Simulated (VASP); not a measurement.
# BaTiO3 in VASP: notebook

Aim: see how the results for BaTiO3 move with the level of theory and the settings. Levels: LDA+U, PBE+U. Tasks: single point.

Program: VASP 6.6.1. These are calculated values, not measurements. Logs are shortened: lines on timing, memory, paths and dates and some standing lists are left out, and cuts for length are marked.

### Step 1. The cell of the first run

The typed cell holds 5 atoms: a = 3.947 Å, b = 3.947 Å, c = 3.947 Å, α = 90.00°, β = 90.00°, γ = 90.00°.

### Step 2. Single point, LDA+U

The input, INCAR:

```
SYSTEM = BaTiO3
  PREC = Accurate
  ENCUT = 600
  EDIFF = 1E-6
  ISMEAR = -1
  SIGMA = 0.05
  LREAL = .FALSE.
  LASPH = .TRUE.
  NELM = 200
  ALGO = Normal
  ISIF = 2
  LWAVE = .FALSE.
  LCHARG = .FALSE.
  LMAXMIX = 4
  LDAU = .TRUE.
  LDAUTYPE = 2
  LDAUL = -1 2 -1
  LDAUU = 0 5 0
  LDAUJ = 0 0 0
  LDAUPRINT = 1
  NBANDS = 28
  GGA_COMPAT = .FALSE.
```

The input, KPOINTS:

```
regular mesh
0
G
  7 7 7
  0 0 0
```

The input, POSCAR:

```
BaTiO3
1.0
    2.7909687012      1.6113635928      2.2788304175
   -2.7909691969      1.6113616847      2.2788323663
   -0.0000019003     -3.2227531160      2.2788510006
Ba Ti O
1 1 3
Direct
   -0.0042671534      0.9957400007     -0.0042716815
    0.4957125592      0.4957218368      0.4956995127
    0.4957497778      0.4957477766      0.9957694280
    0.4957451936      0.9957521512      0.4957461770
    0.9957596229      0.4957382248      0.4957565538
```

Potentials or basis: VASP PAW LDA potentials, release 64 (Ba_sv, Ti_sv, O).

Run with:

```
$ cat potpaw_LDA.64/Ba_sv/POTCAR potpaw_LDA.64/Ti_sv/POTCAR potpaw_LDA.64/O/POTCAR > POTCAR
$ mpirun -np 1 vasp_std > vasp.out
```

OUTCAR:

```text
SYSTEM = BaTiO3
   PREC = Accurate
   ENCUT = 600
   EDIFF = 1E-6
   ISMEAR = -1
   LREAL = .FALSE.
   LASPH = .TRUE.
   NELM = 200
   ISIF = 2

 ion  position               nearest neighbor table
   1  0.996  0.996  0.996-   5 2.79   4 2.79   3 2.79   5 2.79   3 2.79   4 2.79   4 2.79   3 2.79
                             3 2.79   5 2.79   5 2.79   4 2.79   2 3.42   2 3.42   2 3.42   2 3.42
   2  0.496  0.496  0.496-   3 1.97   5 1.97   4 1.97   4 1.97   5 1.97   3 1.97   1 3.42   1 3.42
                             1 3.42   1 3.42   1 3.42   1 3.42   1 3.42   1 3.42
   3  0.496  0.496  0.996-   2 1.97   2 1.97   1 2.79   1 2.79   1 2.79   1 2.79
   4  0.496  0.996  0.496-   2 1.97   2 1.97   1 2.79   1 2.79   1 2.79   1 2.79
   5  0.996  0.496  0.496-   2 1.97   2 1.97   1 2.79   1 2.79   1 2.79   1 2.79

  LATTYP: Found a simple cubic cell.
 ALAT       =     3.9470326818

  Lattice vectors:

 A1 = (   2.7909687012,   1.6113635928,   2.2788304175)
 A2 = (  -2.7909691969,   1.6113616847,   2.2788323663)
 A3 = (  -0.0000019003,  -3.2227531160,   2.2788510006)

Analysis of symmetry for initial positions (statically):
=====================================================================
 Subroutine PRICEL returns:
 Original cell was already a primitive cell.

 Routine SETGRP: Setting up the symmetry group for a
 simple cubic supercell.

 Subroutine GETGRP returns: Found  1 space group operations
 (whereof  1 operations were pure point group operations)
 out of a pool of 48 trial point group operations.

The static configuration has the point symmetry C_1 .

Analysis of symmetry for dynamics (positions and initial velocities):
=====================================================================
 Subroutine PRICEL returns:
 Original cell was already a primitive cell.

 Routine SETGRP: Setting up the symmetry group for a
 simple cubic supercell.

 Subroutine GETGRP returns: Found  1 space group operations
 (whereof  1 operations were pure point group operations)
 out of a pool of 48 trial point group operations.

The dynamic configuration has the point symmetry C_1 .

 Subroutine INISYM returns: Found  1 space group operations
 (whereof  1 operations are pure point group operations),
 and found     1 'primitive' translations

----------------------------------------------------------------------------------------

                                     Primitive cell

  volume of cell :      61.4916

  direct lattice vectors                    reciprocal lattice vectors
     2.790968701  1.611363593  2.278830418     0.179149268  0.103432064  0.146273867
    -2.790969197  1.611361685  2.278832366    -0.179149236  0.103432187  0.146273742
    -0.000001900 -3.222753116  2.278851001     0.000000122 -0.206862471  0.146272541

  length of vectors
     3.947032682  3.947033378  3.947062139     0.253354882  0.253354837  0.253352991

  position of ions in fractional coordinates (direct lattice)
     0.995732847  0.995740001  0.995728318
     0.495712559  0.495721837  0.495699513
     0.495749778  0.495747777  0.995769428
     0.495745194  0.995752151  0.495746177
     0.995759623  0.495738225  0.495756554

  ion indices of the primitive-cell ions
   primitive index   ion index
                 1           1
                 2           2
                 3           3
                 4           4
                 5           5

----------------------------------------------------------------------------------------

 KPOINTS: regular mesh

Automatic generation of k-mesh.
 Grid dimensions read from file:
 generate k-points for:    7    7    7

 Generating k-lattice:

[... 53 lines left out ...]
   ISTART =      0    job   : 0-new  1-cont  2-samecut
   ICHARG =      2    charge: 1-file 2-atom 10-const
   ISPIN  =      1    spin polarized calculation?
   LNONCOLLINEAR =      F non collinear calculations
   LSORBIT =      F    spin-orbit coupling
   LASPH  =      T    aspherical Exc in radial PAW
   ENCUT  =  600.0 eV  44.10 Ry    6.64 a.u.   7.88  7.88  7.88*2*pi/ulx,y,z
   NELM   =    200;   NELMIN=  2; NELMDL= -5     # of ELM steps
   EDIFF  = 0.1E-05   stopping-criterion for ELM
   LREAL  =      F    real-space projection
   EDIFFG = 0.1E-04   stopping-criterion for IOM
   NSW    =      0    number of steps for IOM
   IBRION =     -1    ionic relax: 0-MD 1-quasi-New 2-CG
   NFREE  =      0    steps in history (QN), initial steepest desc. (CG)
   ISIF   =      2    stress and relaxation
   ISYM   =      2    0-nonsym 1-usesym 2-fastsym
   POTIM  = 0.5000    time-step for ionic-motion
   TEBEG  =    0.0;   TEEND  =   0.0 temperature during run
   PSTRESS=    0.0 pullay stress
   NELECT =      40.0000    total number of electrons
   NUPDOWN=      -1.0000    fix difference up-down
   EMIN   =  10.00;   EMAX   =-10.00  energy-range for DOS
   EFERMI =   0.00;   METHOD = LEGACY
   ISMEAR =    -1;   SIGMA  =   0.05  broadening in eV -4-tet -1-fermi 0-gaus
   EFERMI_NEDOS =   21; number of points for ismear=-14 and -15
   IALGO  =     38    algorithm
   IMIX   =      4    mixing-type and parameters
     AMIX     =   0.40;   BMIX     =  1.00
     AMIX_MAG =   1.60;   BMIX_MAG =  1.00
  volume/ion in A,a.u.               =      12.30        82.99
  Fermi-wavevector in a.u.,A,eV,Ry     =   1.418479  2.680537 27.376058  2.012083
  Thomas-Fermi vector in A             =   2.539600
   LORBIT       =      0    0 simple, 1 ext, 2 COOP (PROOUT), +10 PAW based schemes
 LDA+U is selected, type is set to LDAUTYPE =  2
   angular momentum for each species LDAUL =    -1    2   -1
   U (eV)           for each species LDAUU =   0.0  5.0  0.0
   J (eV)           for each species LDAUJ =   0.0  0.0  0.0
   GGA     = CA    functional components
   LHFCALC =     F    Hartree Fock is set to
   AEXX    =    0.0000 exact exchange contribution
   IVDW    =     0    specifies the selected vdW correction
   LEPSILON=     F    determine dielectric tensor
   LRPA    =     F    only Hartree local field effects (RPA)
 non-spin polarized calculation
  energy-cutoff  :      600.00
  volume of cell :       61.49
 maximum number of plane-waves:      2103
   NGX = 15   NGY = 15   NGZ = 15

atom =   2  type =  2  l = 2

 onsite density matrix

spin component  1

  0.1516 -0.0000 -0.0000  0.0666 -0.0000
 -0.0000  0.1987  0.0000 -0.0000  0.0666
 -0.0000  0.0000  0.1045 -0.0000 -0.0000
  0.0666 -0.0000 -0.0000  0.1987 -0.0000
 -0.0000  0.0666 -0.0000 -0.0000  0.1516

spin component  2

  0.1516 -0.0000 -0.0000  0.0666 -0.0000
 -0.0000  0.1987  0.0000 -0.0000  0.0666
 -0.0000  0.0000  0.1045 -0.0000 -0.0000
  0.0666 -0.0000 -0.0000  0.1987 -0.0000
 -0.0000  0.0666 -0.0000 -0.0000  0.1516

 occupancies and eigenvectors

  o =  0.1044  v =  0.1538  0.3064 -0.8263 -0.1088 -0.4334  0.0000  0.0000  0.0000  0.0000  0.0000      0.0000  0.0000  0.0000  0.0000  0.0000  0.0000  0.0000  0.0000  0.0000  0.0000
  o =  0.1044  v =  0.0000  0.0000  0.0000  0.0000  0.0000  0.1538  0.3064 -0.8263 -0.1088 -0.4334      0.0000  0.0000  0.0000  0.0000  0.0000  0.0000  0.0000  0.0000  0.0000  0.0000
  o =  0.1044  v = -0.8017  0.0480 -0.1705  0.5669 -0.0678  0.0000  0.0000  0.0000  0.0000  0.0000      0.0000  0.0000  0.0000  0.0000  0.0000  0.0000  0.0000  0.0000  0.0000  0.0000
  o =  0.1044  v =  0.0000  0.0000  0.0000  0.0000  0.0000 -0.8017  0.0480 -0.1705  0.5669 -0.0678      0.0000  0.0000  0.0000  0.0000  0.0000  0.0000  0.0000  0.0000  0.0000  0.0000
  o =  0.1045  v =  0.0000  0.0000  0.0000  0.0000  0.0000  0.0178 -0.4870 -0.5368 -0.0126  0.6887      0.0000  0.0000  0.0000  0.0000  0.0000  0.0000  0.0000  0.0000  0.0000  0.0000
  o =  0.1045  v =  0.0178 -0.4870 -0.5368 -0.0126  0.6887  0.0000  0.0000  0.0000  0.0000  0.0000      0.0000  0.0000  0.0000  0.0000  0.0000  0.0000  0.0000  0.0000  0.0000  0.0000
  o =  0.2458  v =  0.0000  0.0000  0.0000  0.0000  0.0000  0.0165  0.8162 -0.0000  0.0234  0.5771      0.0000  0.0000  0.0000  0.0000  0.0000  0.0000  0.0000  0.0000  0.0000  0.0000
  o =  0.2458  v =  0.0165  0.8162 -0.0000  0.0234  0.5771  0.0000  0.0000  0.0000  0.0000  0.0000      0.0000  0.0000  0.0000  0.0000  0.0000  0.0000  0.0000  0.0000  0.0000  0.0000
  o =  0.2458  v =  0.0000  0.0000  0.0000  0.0000  0.0000 -0.5771  0.0234  0.0000 -0.8162  0.0165      0.0000  0.0000  0.0000  0.0000  0.0000  0.0000  0.0000  0.0000  0.0000  0.0000
  o =  0.2458  v = -0.5771  0.0234  0.0000 -0.8162  0.0165  0.0000  0.0000  0.0000  0.0000  0.0000      0.0000  0.0000  0.0000  0.0000  0.0000  0.0000  0.0000  0.0000  0.0000  0.0000

 number of electron      40.0000003 magnetization

 Free energy of the ion-electron system (eV)
  ---------------------------------------------------
  ext. energy  EPLUGINS =         0.00000000
  ---------------------------------------------------
  free energy    TOTEN  =       -40.73696727 eV

  energy without entropy =      -40.73696727  energy(sigma->0) =      -40.73696727

 E-fermi :   5.1244     XC(G=0): -11.9589

 val. band max:        3.9641699820   @ k =  -0.4286  -0.4286   0.4286
 cond. band min:       6.3656207411   @ k =   0.0000   0.0000   0.0000
 fundamental gap:      2.4014507591
 Fermi energy:         5.1243623407

 k-point     1 :       0.0000    0.0000    0.0000
  band No.  band energies     occupation
      1     -53.0003      2.00000
      2     -29.5822      2.00000
      3     -29.5822      2.00000
      4     -29.5822      2.00000
      5     -20.5505      2.00000
      6     -12.7227      2.00000
[... 733 lines left out ...]
     27      10.8602      0.00000
     28      12.7901      0.00000

 [... further k-points ...]

------------------------ aborting loop because EDIFF is reached ----------------------------------------

  FORCE on cell =-STRESS in cart. coord.  units (eV):
  Direction    XX          YY          ZZ          XY          YZ          ZX
  --------------------------------------------------------------------------------------
  -------------------------------------------------------------------------------------
  Total        1.9463952      1.9460750      1.9449806     -0.0000439      0.0004153      0.0000225
  in kB       50.7137954     50.7054527     50.6769383     -0.0011428      0.0108203      0.0005866
  external PRESSURE =      50.6987288 kB  Pullay stress =       0.0000000 kB

 VOLUME and BASIS-vectors are now :
 -----------------------------------------------------------------------------
  energy-cutoff  :      600.00
  volume of cell :       61.49
      direct lattice vectors                 reciprocal lattice vectors
     2.790968701  1.611363593  2.278830418     0.179149268  0.103432064  0.146273867
    -2.790969197  1.611361685  2.278832366    -0.179149236  0.103432187  0.146273742
    -0.000001900 -3.222753116  2.278851001     0.000000122 -0.206862471  0.146272541

 POSITION                                       TOTAL-FORCE (eV/Angst)
 -----------------------------------------------------------------------------------
     -0.00002     -0.00000      6.80735         0.000100     -0.000067      0.000247
     -0.00003      0.00004      3.38894         0.000225     -0.000549      0.001948
      0.00000     -1.61146      4.52867         0.000008      0.001486     -0.001102
     -1.39551      0.80568      4.52860         0.000688     -0.000459     -0.000402
      1.39554      0.80564      4.52863        -0.001021     -0.000412     -0.000692
 -----------------------------------------------------------------------------------
    total drift:                               -0.000002      0.000001     -0.001721

  FREE ENERGIE OF THE ION-ELECTRON SYSTEM (eV)
  ---------------------------------------------------
  free  energy   TOTEN  =       -40.7369672690 eV

  energy  without entropy=      -40.7369672689  energy(sigma->0) =      -40.73696727
```

It took 6.7 min on 1 thread of AMD EPYC 7R43 (Zen 3), shared host; peak memory 0.41 GiB.

What came out:

```
Free energy            : -40.7370 eV
Pressure               : 5.1 GPa
Band gap on the k mesh : 2.40 eV (least direct gap 2.49 eV)
```

Forces in eV/Å, atoms in the order of the input:
```
Ba   0.000  0.000  0.000
Ti   0.000 -0.001  0.002
O    0.000  0.001 -0.001
O    0.001  0.000  0.000
O   -0.001  0.000 -0.001
```

Levels at points of the mesh, in eV from the valence-band top:
```tsv
k point	band 16	band 17	band 18	band 19	band 20	band 21	band 22	band 23	band 24	band 25
(0.00, 0.00, 0.00)	-1.13	-1.13	-0.08	-0.08	-0.08	2.40	2.40	2.40	4.34	4.34
```

Eigenvalues of the final occupation matrices:
```
    site  spin  trace               eigenvalues
site 2 d     1   0.81  0.10 0.10 0.10 0.25 0.25
site 2 d     2   0.81  0.10 0.10 0.10 0.25 0.25
```

Caveat: the cell stands under pressure; spin-orbit coupling is left out, which moves the levels of the heavy elements; an odd mesh through Γ misses points on the zone boundary, where band edges can lie.

### Step 3. Single point, PBE+U

This run uses another cell than the first one, of 13.27 Å³/atom.

The input, INCAR:

```
ALGO = Normal ; EDIFF = 1E-6
ENCUT = 520 ; GGA = PE
ISIF = 2 ; ISMEAR = -1
LASPH = T ; LCHARG = F
LDAU = T ; LDAUJ = 0 0 0
LDAUL = -1 2 -1 ; LDAUPRINT = 1
LDAUTYPE = 2 ; LDAUU = 0 5 0
LMAXMIX = 4 ; LREAL = F
LWAVE = F ; NBANDS = 28
NELM = 150 ; PREC = Accurate
SIGMA = 0.05
```

The input, KPOINTS:

```
k-points
0
Gamma
  7 7 7
```

The input, POSCAR:

```
BaTiO3
1.0
    2.8596529018      1.6509772799      2.3427121139
   -2.8587456085      1.6504591451      2.3419701639
    0.0000049288     -3.3014925933      2.3423807026
Ba Ti O
1 1 3
Direct
    0.0016796177      1.0015401225      0.0015916030
    0.5103569354      0.5101071242      0.5101684486
    0.4911316306      0.4911981391      0.9845982897
    0.4911126827      0.9846506246      0.4911573310
    0.9844191335      0.4912039796      0.4911843177
```

Potentials or basis: VASP PAW PBE potentials, release 64 (Ba_sv, Ti_sv, O).

Run with:

```
$ cat potpaw_PBE.64/Ba_sv/POTCAR potpaw_PBE.64/Ti_sv/POTCAR potpaw_PBE.64/O/POTCAR > POTCAR
$ mpirun -np 1 vasp_std > vasp.out
```

OUTCAR:

```text
EDIFF = 1E-6
   ENCUT = 520
   GGA = PE
   ISIF = 2
   ISMEAR = -1
   LASPH = T
   LREAL = F
   NELM = 150
   PREC = Accurate

 ion  position               nearest neighbor table
   1  0.002  0.002  0.002-   4 2.81   3 2.81   5 2.81   3 2.86   5 2.86   4 2.86   5 2.86   4 2.86
                             3 2.86   5 2.93   3 2.93   4 2.93   2 3.45   2 3.48   2 3.48   2 3.48
   2  0.510  0.510  0.510-   5 1.92   3 1.92   4 1.92   4 2.13   3 2.13   5 2.13   1 3.45   1 3.48
[... 994 lines left out ...]
  -------------------------------------------------------------------------------------
  Total        1.6603344      1.6573448      1.4868875     -0.0004746      0.0039379      0.0004848
  in kB       40.1032918     40.0310834     35.9139004     -0.0114630      0.0951147      0.0117107
  external PRESSURE =      38.6827585 kB  Pullay stress =       0.0000000 kB

 VOLUME and BASIS-vectors are now :
 -----------------------------------------------------------------------------
  energy-cutoff  :      520.00
  volume of cell :       66.33
      direct lattice vectors                 reciprocal lattice vectors
     2.859652902  1.650977280  2.342712114     0.174846528  0.100950301  0.142285073
    -2.858745609  1.650459145  2.341970164    -0.174901753  0.100981992  0.142330476
     0.000004929 -3.301492593  2.342380703    -0.000000167 -0.201928878  0.142305350

 POSITION                                       TOTAL-FORCE (eV/Angst)
 -----------------------------------------------------------------------------------
      0.00040      0.00006      0.01127        -0.000739      0.000106     -0.031900
      0.00118      0.00018      3.58528        -0.004092     -0.002300     -0.636348
      0.00026     -1.62909      4.60726        -0.000120     -0.308331      0.221270
     -1.41045      0.81439      4.60704        -0.266902      0.153745      0.221368
      1.41087      0.81432      4.60714         0.271854      0.156780      0.225611
 -----------------------------------------------------------------------------------
    total drift:                                0.000024     -0.000004      0.000900

  FREE ENERGIE OF THE ION-ELECTRON SYSTEM (eV)
  ---------------------------------------------------
  free  energy   TOTEN  =       -36.6777766818 eV

  energy  without entropy=      -36.6777766818  energy(sigma->0) =      -36.67777668
```

stdout:

```text
POSCAR found type information on POSCAR BaTiO
 POSCAR found :  3 types and       5 ions
 scaLAPACK will be used
 LDA part: xc-table for (Slater+PW92), standard interpolation
 POSCAR, INCAR and KPOINTS ok, starting setup
 FFT: planning ... GRIDC
 FFT: planning ... GRID_SOFT
 FFT: planning ... GRID
 WAVECAR not read
 entering main loop
```

It took 2.1 min on 1 thread of AMD EPYC 9R45 (Zen 5), shared host; peak memory 0.38 GiB.

What came out:

```
Free energy            : -36.6778 eV
Pressure               : 3.9 GPa
Largest force          : 0.636 eV/Å
Band gap on the k mesh : 2.67 eV (least direct gap 2.98 eV)
```

Forces in eV/Å, atoms in the order of the input:
```
Ba  -0.001  0.000 -0.032
Ti  -0.004 -0.002 -0.636
O    0.000 -0.308  0.221
O   -0.267  0.154  0.221
O    0.272  0.157  0.226
```

Levels at points of the mesh, in eV from the valence-band top:
```csv
k point,band 18,band 19,band 20,band 21,band 22,band 23
"(0.00, 0.00, 0.00)",-0.35,-0.30,-0.30,2.67,2.68,2.74
```

Eigenvalues of the final occupation matrices:
```tsv
site	spin	trace	eigenvalues
site 2 d	1	0.78	0.10 0.10 0.10 0.23 0.23
site 2 d	2	0.78	0.10 0.10 0.10 0.23 0.23
```

Caveat: the cell stands under pressure; spin-orbit coupling is left out, which moves the levels of the heavy elements; an odd mesh through Γ misses points on the zone boundary, where band edges can lie.
